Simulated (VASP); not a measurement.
# W (Im-3m) in VASP: a series of runs

W is run at these levels: PBEsol; tasks: single point.

All numbers are computed with VASP 6.6.1; they aren't measurements. Logs are shortened: lines on timing, memory, paths and dates and some standing lists are left out, and cuts for length are marked.

### 1 The cell of the first run

It takes space group Im-3m (No. 229, cubic). Conventional cell: a = 3.186 Å, b = 3.186 Å, c = 3.186 Å, α = 90.00°, β = 90.00°, γ = 90.00°. Within 3.6 Å of W (site symmetry m-3m) lie 14 W at 2.76 to 3.19 Å.

### 2 Single point, PBEsol (volume scaled by 1.03)

Input file INCAR:

```
PREC = Accurate
ENCUT = 520
EDIFF = 1E-7
ISMEAR = 0
SIGMA = 0.1
LREAL = False
LASPH = True
NELM = 80
ALGO = Fast
ISIF = 2
LWAVE = False
LCHARG = False
GGA = PS
NBANDS = 13
```

Input file KPOINTS:

```
Automatic mesh
0
Gamma
  18 18 18
```

Input file POSCAR:

```
W
1.0
   -1.5927903528      1.5927903528      1.5927903528
    1.5927903528     -1.5927903528      1.5927903528
    1.5927903528      1.5927903528     -1.5927903528
W
1
Direct
    0.0000000000      0.0000000000      0.0000000000
```

Potentials or basis: VASP PAW PBE potentials, release 64 (W_sv).

Started as:

```console
$ cat potpaw_PBE.64/W_sv/POTCAR > POTCAR
$ mpirun -np 1 vasp_std > vasp.out
```

OUTCAR:

```text
PREC = Accurate
   ENCUT = 520
   EDIFF = 1E-7
   ISMEAR = 0
   LREAL = False
   LASPH = True
   NELM = 80
   ISIF = 2
   GGA = PS

 ion  position               nearest neighbor table
   1  0.000  0.000  0.000-

  LATTYP: Found a body centered cubic cell.
 ALAT       =     3.1855807056

  Lattice vectors:

 A1 = (  -1.5927903528,   1.5927903528,   1.5927903528)
 A2 = (   1.5927903528,  -1.5927903528,   1.5927903528)
 A3 = (   1.5927903528,   1.5927903528,  -1.5927903528)

Analysis of symmetry for initial positions (statically):
=====================================================================
 Subroutine PRICEL returns:
 Original cell was already a primitive cell.

 Routine SETGRP: Setting up the symmetry group for a
 body centered cubic supercell.

 Subroutine GETGRP returns: Found 48 space group operations
 (whereof 48 operations were pure point group operations)
 out of a pool of 48 trial point group operations.

The static configuration has the point symmetry O_h .

Analysis of symmetry for dynamics (positions and initial velocities):
=====================================================================
 Subroutine PRICEL returns:
 Original cell was already a primitive cell.

 Routine SETGRP: Setting up the symmetry group for a
 body centered cubic supercell.

 Subroutine GETGRP returns: Found 48 space group operations
 (whereof 48 operations were pure point group operations)
 out of a pool of 48 trial point group operations.

The dynamic configuration has the point symmetry O_h .

 Subroutine INISYM returns: Found 48 space group operations
 (whereof 48 operations are pure point group operations),
 and found     1 'primitive' translations

----------------------------------------------------------------------------------------

                                     Primitive cell

  volume of cell :      16.1635

  direct lattice vectors                    reciprocal lattice vectors
    -1.592790353  1.592790353  1.592790353     0.000000000  0.313914508  0.313914508
     1.592790353 -1.592790353  1.592790353     0.313914508  0.000000000  0.313914508
     1.592790353  1.592790353 -1.592790353     0.313914508  0.313914508  0.000000000

  length of vectors
     2.758793817  2.758793817  2.758793817     0.443942155  0.443942155  0.443942155

  position of ions in fractional coordinates (direct lattice)
     0.000000000  0.000000000  0.000000000

  ion indices of the primitive-cell ions
   primitive index   ion index
                 1           1

----------------------------------------------------------------------------------------

 KPOINTS: Automatic mesh

Automatic generation of k-mesh.
 Grid dimensions read from file:
 generate k-points for:   18   18   18

 Generating k-lattice:

  Cartesian coordinates                     Fractional coordinates (reciprocal lattice)
     0.000000000  0.017439695  0.017439695     0.055555556  0.000000000  0.000000000
     0.017439695  0.000000000  0.017439695     0.000000000  0.055555556  0.000000000
     0.017439695  0.017439695  0.000000000     0.000000000  0.000000000  0.055555556

  Length of vectors
     0.024663453  0.024663453  0.024663453

  Shift w.r.t. Gamma in fractional coordinates (k-lattice)
     0.000000000  0.000000000  0.000000000

 Subroutine IBZKPT returns following result:
 ===========================================

 Found    195 irreducible k-points:

 Following reciprocal coordinates:
            Coordinates               Weight
  0.000000  0.000000  0.000000      1.000000
  0.055556  0.000000  0.000000     12.000000
  0.111111  0.000000  0.000000     12.000000
  0.166667  0.000000  0.000000     12.000000
  0.222222  0.000000  0.000000     12.000000
  0.277778  0.000000  0.000000     12.000000
[... 16 lines left out ...]
  0.333333  0.111111 -0.000000     48.000000
  0.388889  0.111111 -0.000000     48.000000
 [... further k-points ...]
   k-points           NKPTS =    195   k-points in BZ     NKDIM =    195   number of bands    NBANDS=     13
   number of dos      NEDOS =    301   number of ions     NIONS =      1
   total plane-waves  NPLWV =  13824
   dimension x,y,z NGX =    24 NGY =   24 NGZ =   24
   dimension x,y,z NGXF=    48 NGYF=   48 NGZF=   48
   ions per type =               1
   NGX,Y,Z   is equivalent  to a cutoff of  14.46, 14.46, 14.46 a.u.
   NGXF,Y,Z  is equivalent  to a cutoff of  28.92, 28.92, 28.92 a.u.
 SYSTEM =  unknown system
   PREC   = accura    normal or accurate (medium, high low for compatibility)
   ISTART =      0    job   : 0-new  1-cont  2-samecut
   ICHARG =      2    charge: 1-file 2-atom 10-const
   ISPIN  =      1    spin polarized calculation?
   LNONCOLLINEAR =      F non collinear calculations
   LSORBIT =      F    spin-orbit coupling
   LASPH  =      T    aspherical Exc in radial PAW
   ENCUT  =  520.0 eV  38.22 Ry    6.18 a.u.   5.13  5.13  5.13*2*pi/ulx,y,z
   NELM   =     80;   NELMIN=  2; NELMDL= -5     # of ELM steps
   EDIFF  = 0.1E-06   stopping-criterion for ELM
   LREAL  =      F    real-space projection
   EDIFFG = 0.1E-05   stopping-criterion for IOM
   NSW    =      0    number of steps for IOM
   IBRION =     -1    ionic relax: 0-MD 1-quasi-New 2-CG
   NFREE  =      0    steps in history (QN), initial steepest desc. (CG)
   ISIF   =      2    stress and relaxation
   ISYM   =      2    0-nonsym 1-usesym 2-fastsym
   POTIM  = 0.5000    time-step for ionic-motion
   TEBEG  =    0.0;   TEEND  =   0.0 temperature during run
   PSTRESS=    0.0 pullay stress
   NELECT =      14.0000    total number of electrons
   NUPDOWN=      -1.0000    fix difference up-down
   EMIN   =  10.00;   EMAX   =-10.00  energy-range for DOS
   EFERMI =   0.00;   METHOD = LEGACY
   ISMEAR =     0;   SIGMA  =   0.10  broadening in eV -4-tet -1-fermi 0-gaus
   EFERMI_NEDOS =   21; number of points for ismear=-14 and -15
   IALGO  =     68    algorithm
   IMIX   =      4    mixing-type and parameters
     AMIX     =   0.40;   BMIX     =  1.00
     AMIX_MAG =   1.60;   BMIX_MAG =  1.00
  volume/ion in A,a.u.               =      16.16       109.08
  Fermi-wavevector in a.u.,A,eV,Ry     =   1.560530  2.948975 33.133657  2.435255
  Thomas-Fermi vector in A             =   2.663729
   LORBIT       =      0    0 simple, 1 ext, 2 COOP (PROOUT), +10 PAW based schemes
   GGA     = PS    functional components
   LHFCALC =     F    Hartree Fock is set to
   AEXX    =    0.0000 exact exchange contribution
   IVDW    =     0    specifies the selected vdW correction
   LEPSILON=     F    determine dielectric tensor
   LRPA    =     F    only Hartree local field effects (RPA)
 non-spin polarized calculation
 RMM-DIIS sequential band-by-band and
 Gauss-broadening in eV      SIGMA  =   0.10
  energy-cutoff  :      520.00
  volume of cell :       16.16
 maximum number of plane-waves:       466
 NGX is ok and might be reduce to    24
   NGX = 11   NGY = 11   NGZ = 11

 number of electron      14.0000002 magnetization

 Free energy of the ion-electron system (eV)
  ---------------------------------------------------
  ext. energy  EPLUGINS =         0.00000000
  ---------------------------------------------------
  free energy    TOTEN  =       -13.78982964 eV

  energy without entropy =      -13.78625733  energy(sigma->0) =      -13.78804349

 E-fermi :  10.9911     XC(G=0): -13.6503

 val. band max:       10.9901419276   @ k =  -0.2778   0.3333   0.2222
 cond. band min:      10.9941591208   @ k =   0.5000   0.5000   0.2222
 fundamental gap:      0.0040171932
 Fermi energy:        10.9911440590

 k-point     1 :       0.0000    0.0000    0.0000
  band No.  band energies     occupation
      1     -63.1724      2.00000
      2     -26.7584      2.00000
      3     -26.7584      2.00000
      4     -26.7584      2.00000
      5       1.4509      2.00000
      6       9.7960      2.00000
      7       9.7960      2.00000
      8       9.7960      2.00000
      9      13.1864      0.00000
     10      13.1864      0.00000
     11      25.4923      0.00000
     12      25.4923      0.00000
     13      25.4923      0.00000

 k-point     2 :       0.0556    0.0000    0.0000
  band No.  band energies     occupation
      1     -63.1688      2.00000
      2     -26.7980      2.00000
      3     -26.7708      2.00000
      4     -26.7586      2.00000
      5       1.5976      2.00000
      6       9.7070      2.00000
      7       9.7764      2.00000
      8       9.9369      2.00000
      9      13.0438      0.00000
     10      13.1875      0.00000
     11      25.6173      0.00000
     12      25.7419      0.00000
     13      25.8495      0.00000

 k-point     3 :       0.1111    0.0000    0.0000
  band No.  band energies     occupation
      1     -63.1581      2.00000
      2     -26.9106      2.00000
      3     -26.8063      2.00000
      4     -26.7591      2.00000
      5       2.0219      2.00000
      6       9.4610      2.00000
      7       9.6911      2.00000
      8      10.3554      2.00000
      9      12.7377      0.00000
     10      13.1977      0.00000
     11      25.9295      0.00000
     12      26.4681      0.00000
     13      26.7597      0.00000

 k-point     4 :       0.1667    0.0000    0.0000
  band No.  band energies     occupation
      1     -63.1418      2.00000
      2     -27.0799      2.00000
      3     -26.8602      2.00000
      4     -26.7599      2.00000
      5       2.6725      2.00000
      6       9.1098      2.00000
      7       9.4967      2.00000
      8      11.0371      0.51581
      9      12.5119      0.00000
     10      13.2340      0.00000
     11      26.1963      0.00000
     12      27.6135      0.00000
     13      27.7187      0.00000

 k-point     5 :       0.2222    0.0000    0.0000
  band No.  band energies     occupation
      1     -63.1217      2.00000
      2     -27.2827      2.00000
      3     -26.9256      2.00000
      4     -26.7609      2.00000
      5       3.4490      2.00000
      6       8.7142      2.00000
      7       9.2527      2.00000
      8      11.9569      0.00000
      9      12.5076      0.00000
     10      13.3139      0.00000
     11      26.0033      0.00000
     12      27.7722      0.00000
     13      29.1066      0.00000

 k-point     6 :       0.2778    0.0000    0.0000
  band No.  band energies     occupation
      1     -63.1002      2.00000
      2     -27.4928      2.00000
      3     -26.9944      2.00000
      4     -26.7620      2.00000
      5       4.1796      2.00000
      6       8.3278      2.00000
      7       9.1803      2.00000
      8      12.6878      0.00000
      9      13.0738      0.00000
     10      13.4462      0.00000
     11      25.2169      0.00000
     12      26.5747      0.00000
     13      30.8737      0.00000

 k-point     7 :       0.3333    0.0000    0.0000
  band No.  band energies     occupation
      1     -63.0800      2.00000
      2     -27.6854      2.00000
      3     -27.0583      2.00000
      4     -26.7631      2.00000
      5       4.6579      2.00000
      6       7.9914      2.00000
      7       9.5244      2.00000
      8      12.9380      0.00000
      9      13.6228      0.00000
     10      14.3186      0.00000
     11      24.2007      0.00000
     12      24.9194      0.00000
     13      31.7466      0.00000
[... 193 lines left out ...]
 k-point    20 :       0.1667    0.1111   -0.0000
  band No.  band energies     occupation
      1     -63.1138      2.00000
      2     -27.3419      2.00000
      3     -26.9265      2.00000
      4     -26.8063      2.00000
      5       3.8129      2.00000
      6       8.7135      2.00000
      7       8.8928      2.00000
      8      12.1846      0.00000
      9      12.5266      0.00000
     10      13.6084      0.00000
     11      26.5048      0.00000
     12      27.3671      0.00000
     13      28.8808      0.00000

 k-point    21 :       0.2222    0.1111    0.0000
  band No.  band energies     occupation
      1     -63.0936      2.00000
      2     -27.5209      2.00000
      3     -27.0055      2.00000
      4     -26.8115      2.00000
      5       4.5592      2.00000
      6       8.3382      2.00000
      7       8.7885      2.00000
      8      12.3293      0.00000
      9      13.6685      0.00000
     10      13.7884      0.00000
     11      25.3213      0.00000
     12      26.8237      0.00000
     13      29.8941      0.00000

 k-point    22 :       0.2778    0.1111    0.0000
  band No.  band energies     occupation
      1     -63.0746      2.00000
      2     -27.6837      2.00000
      3     -27.0823      2.00000
      4     -26.8148      2.00000
      5       5.0682      2.00000
      6       8.0293      2.00000
      7       9.0358      2.00000
      8      12.6091      0.00000
      9      13.8877      0.00000
     10      14.9798      0.00000
     11      24.0489      0.00000
     12      25.4815      0.00000
     13      29.8011      0.00000

 k-point    23 :       0.3333    0.1111   -0.0000
  band No.  band energies     occupation
      1     -63.0590      2.00000
      2     -27.8134      2.00000
      3     -27.1455      2.00000
      4     -26.8170      2.00000
      5       5.2519      2.00000
      6       7.8034      2.00000
      7       9.6717      2.00000
      8      12.8826      0.00000
      9      14.0254      0.00000
     10      16.2482      0.00000
     11      22.7684      0.00000
     12      24.2177      0.00000
     13      28.5271      0.00000

 k-point    24 :       0.3889    0.1111   -0.0000
  band No.  band energies     occupation
      1     -63.0489      2.00000
      2     -27.8967      2.00000
      3     -27.1868      2.00000
      4     -26.8183      2.00000
      5       5.2602      2.00000
      6       7.6649      2.00000
      7      10.3863      2.00000
      8      12.9605      0.00000
      9      14.2495      0.00000
     10      17.2690      0.00000
     11      21.6270      0.00000
     12      23.4752      0.00000
     13      27.5249      0.00000

 [... further k-points ...]
[... 5 lines left out ...]
  --------------------------------------------------------------------------------------
  -------------------------------------------------------------------------------------
  Total       -0.8633263     -0.8633263     -0.8633263      0.0000000      0.0000000      0.0000000
  in kB      -85.5755562    -85.5755562    -85.5755562      0.0000000      0.0000000      0.0000000
  external PRESSURE =     -85.5755562 kB  Pullay stress =       0.0000000 kB

 VOLUME and BASIS-vectors are now :
 -----------------------------------------------------------------------------
  energy-cutoff  :      520.00
  volume of cell :       16.16
      direct lattice vectors                 reciprocal lattice vectors
    -1.592790353  1.592790353  1.592790353     0.000000000  0.313914508  0.313914508
     1.592790353 -1.592790353  1.592790353     0.313914508  0.000000000  0.313914508
     1.592790353  1.592790353 -1.592790353     0.313914508  0.313914508  0.000000000

 POSITION                                       TOTAL-FORCE (eV/Angst)
 -----------------------------------------------------------------------------------
      0.00000      0.00000      0.00000        -0.000000      0.000000     -0.000000
 -----------------------------------------------------------------------------------
    total drift:                               -0.000000      0.000000      0.000000

  FREE ENERGIE OF THE ION-ELECTRON SYSTEM (eV)
  ---------------------------------------------------
  free  energy   TOTEN  =       -13.7898296406 eV

  energy  without entropy=      -13.7862573344  energy(sigma->0) =      -13.78804349
```

Wall time 27 s (1 thread of Intel Xeon Platinum 8259CL at 2.50GHz (Skylake/Cascade Lake), shared host); peak memory 0.17 GiB.

Results:

```
Free energy            : -13.7898 eV
Pressure               : -8.6 GPa
Band gap on the k mesh : zero (band 7 reaches 16.04 eV, above the bottom of band 8 at 9.80 eV)
```

Caveat: the PAW data sets were made with another functional, which shifts forces and pressure a little; spin-orbit coupling is left out, which moves the levels of the heavy elements.

(Part 1 of 3 ends here.)
